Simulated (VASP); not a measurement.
Here is a VASP 6.6.1 calculation.

INCAR

```
SYSTEM = BaTiO3
PREC     = Accurate       ! precision mode
ENCUT    = 520            ! plane-wave cutoff, eV
EDIFF    = 1E-6           ! SCF threshold, eV
ISMEAR   = -1             ! smearing method
SIGMA    = 0.05           ! smearing width, eV
LREAL    = .FALSE.        ! projectors in reciprocal space
LASPH    = .TRUE.         ! aspherical terms in the spheres
NELM     = 80             ! most SCF steps
ALGO     = Normal         ! electronic algorithm
ISIF     = 2              ! what is computed and relaxed
LWAVE    = .FALSE.        ! write WAVECAR
LCHARG   = .TRUE.         ! write CHGCAR
GGA      = PS             ! functional
LELF     = .TRUE.         ! ELF
LVHAR    = .TRUE.       
NBANDS   = 51             ! bands
```

Contents of KPOINTS:

```
Automatic mesh
0
G
  6 6 3
  0 0 0
```

File POSCAR:

```
BaTiO3
1.0
   -3.9671466763     -0.0000128682      0.0016559114
    0.0016634462     -0.0000253317     -3.9666598978
   -0.0000257364     -8.0550377481     -0.0000504338
Ba Ti O
2 2 6
Direct
   -0.0016875560     -0.0039246912      0.5046255600
    1.0016816557      0.9927781291      1.0046217497
    0.4893455306      0.5049572247      0.2617472185
    0.5106586043      0.4839655873      0.7617530870
    0.5051769666      0.9867589102      0.2460845488
    0.4948266532      0.0019561939      0.7460878664
    0.4998781575      0.4944961398      0.4914404243
    0.5001239417      0.4942658314      0.9914416342
    0.0077317146      0.4892982200      0.2460983197
    0.9922643318      0.4994484547      0.7460995915
```

Potentials or basis: VASP PAW PBE potentials, release 64 (Ba_sv, Ti_sv, O).

The run is started by

```sh
$ cat potpaw_PBE.64/Ba_sv/POTCAR potpaw_PBE.64/Ti_sv/POTCAR potpaw_PBE.64/O/POTCAR > POTCAR
$ mpirun -np 1 vasp_std > vasp.out
```

Q: Estimate the band gap on the k mesh.

A: 2.00 eV.

Q: Estimate the pressure.

A: 1.9 GPa.

Q: Predict the largest force.

A: 0.060 eV/Å.

Forces on the atoms (eV/Å):
```
Ba  -0.002  0.031  0.003
Ba   0.002  0.031 -0.002
Ti  -0.024  0.049  0.024
Ti   0.024  0.050 -0.023
O    0.005 -0.015 -0.026
O   -0.005 -0.015  0.024
O    0.001 -0.051 -0.001
O    0.000 -0.051  0.001
O    0.026 -0.015 -0.005
O   -0.026 -0.015  0.005
```

Caveat: the PAW data sets were made with another functional, which shifts forces and pressure a little; spin-orbit coupling is left out, which moves the levels of the heavy elements; an odd mesh through Γ misses points on the zone boundary, where band edges can lie.
